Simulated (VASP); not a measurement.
GaSb (v.eA): single point with PBE

GaSb (v.eA):

```xyz
4
Lattice="4.3942 0.0000 0.0000 0.0000 6.2143 0.0000 0.0000 0.0000 4.3942" Properties=species:S:1:pos:R:3 pbc="T T T"
Ga    0.0000    0.0000    0.0000
Ga    2.1971    3.1072    2.1971
Sb    2.1971    1.5536    0.0000
Sb    0.0000    4.6607    2.1971
```

```json
{
 "Program": "VASP 6.6.1",
 "Task": "single point",
 "Functional": "PBE",
 "Potentials or basis": "VASP PAW PBE potentials, release 64 (Ga_d, Sb)",
 "Cutoff": "500 eV",
 "k mesh": "10 × 8 × 10",
 "Occupations": "gaussian, width 0.1 eV",
 "Spin": "no spin polarisation"
}
```

The pressure is 0.1 GPa. The band gap on the k mesh is zero (filled and empty bands touch).

Levels at points of the mesh, in eV from the Fermi level:
| k point | band 15 | band 16 | band 17 | band 18 | band 19 | band 20 | band 21 | band 22 |
| --- | --- | --- | --- | --- | --- | --- | --- | --- |
| (0.00, 0.00, 0.00) | -2.47 | -0.35 | -0.06 | -0.06 | -0.06 | 0.90 | 1.28 | 2.73 |
| (0.50, 0.00, 0.00) | -3.05 | -3.05 | -1.20 | -1.20 | 1.86 | 1.86 | 4.47 | 4.47 |
| (0.00, 0.50, 0.00) | -1.61 | -1.61 | -1.61 | -1.61 | 1.24 | 1.24 | 2.58 | 2.58 |
| (0.50, 0.50, 0.00) | -1.14 | -1.14 | -1.14 | -1.14 | 0.25 | 0.25 | 3.69 | 3.69 |
| (0.50, 0.00, 0.50) | -2.47 | -2.47 | -2.47 | -2.47 | 0.90 | 0.90 | 1.28 | 1.28 |
| (0.50, 0.50, 0.50) | -3.19 | -3.19 | -2.98 | -2.98 | 3.45 | 3.45 | 4.24 | 4.24 |

It took 6.9 min on 1 thread of Intel Xeon 8259CL, on a shared host, peak memory 0.41 GiB.

Caveat: spin-orbit coupling is left out, which moves the levels of the heavy elements.
